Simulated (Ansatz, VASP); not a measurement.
## Sb: VASP beside Ansatz

```
CELL_PARAMETERS angstrom
-1.57654 1.57654 2.71194
1.57654 -1.57654 2.71194
1.57654 1.57654 -2.71194
ATOMIC_POSITIONS crystal
Sb 0.00000 0.00000 0.00000
```

Alike in both runs: task single point; functional B3LYP; k mesh 6 × 6 × 6; occupations fermi-dirac, width 0.05 eV; no spin polarisation.

|  | VASP | Ansatz |
| --- | --- | --- |
| version | VASP 6.6.1 | Ansatz 0.2.0 |
| potentials or method | VASP PAW PBE potentials, release 64 (Sb) | Ansatz PAW |
| plane-wave cutoff (eV) | 520 | 420 |
| valence electrons in the cell | 5 | 15 |

VASP gave:

```
gap on the k mesh at the Fermi level (eV)                     : none
pressure (GPa)                                                : 3.9
traceless stress, the component that is largest in VASP (GPa) : -1.48
```

Question: What did Ansatz give for the same quantities?

Answer: gap on the k mesh at the Fermi level (eV): none; pressure (GPa): 4.4; traceless stress, the component that is largest in VASP (GPa): -1.57.

VASP's potentials were made for PBE, not for B3LYP. A gap of «none» marks a metal or a gap that the smearing closes. With one functional, cell and mesh, what is left measures potentials, basis and numerics. VASP's potentials hold 5 valence electrons a cell and Ansatz's 15, so a difference there can come from the potentials and not from the codes.

The k mesh is coarse, so the values compare programs but aren't converged. Spin-orbit coupling is off throughout.
